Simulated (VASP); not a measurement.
**Pb: single point with PBE**

Crystal: Pb.

```
Pb
1.0
    -1.59411    1.59411    1.59411
     1.59411   -1.59411    1.59411
     1.59411    1.59411   -1.59411
Pb
1
Direct
  0.00000 0.00000 0.00000
```

```json
{"Program": "VASP 6.6.1", "Task": "single point", "Functional": "PBE", "Potentials or basis": "VASP PAW PBE potentials, release 64 (Pb_d)", "Cutoff": "520 eV", "k mesh": "17 × 17 × 17", "Occupations": "fermi-dirac, width 0.08 eV", "Spin": "no spin polarisation", "Dipole correction": "no", "Further INCAR settings": "ALGO = Normal; EDIFF = 1e-06; NBANDS = 13"}
```

```yaml
Pressure: 139.9 GPa
Band_gap_on_the_k_mesh: zero (band 7 reaches 28.02 eV, above the bottom of band 8 at 13.18 eV)
```

Levels at points of the mesh, in eV from the Fermi level:
| k point | band 5 | band 6 | band 7 | band 8 | band 9 | band 10 |
| --- | --- | --- | --- | --- | --- | --- |
| (0.00, 0.00, 0.00) | -17.99 | -17.99 | 10.66 | 10.66 | 10.66 | 15.00 |

Run time: 13 s on 1 thread of Intel(R) Xeon(R) 6975P-C (Granite Rapids) (shared host), peak memory 0.16 GiB.

Caveat: spin-orbit coupling is left out, which moves the levels of the heavy elements.
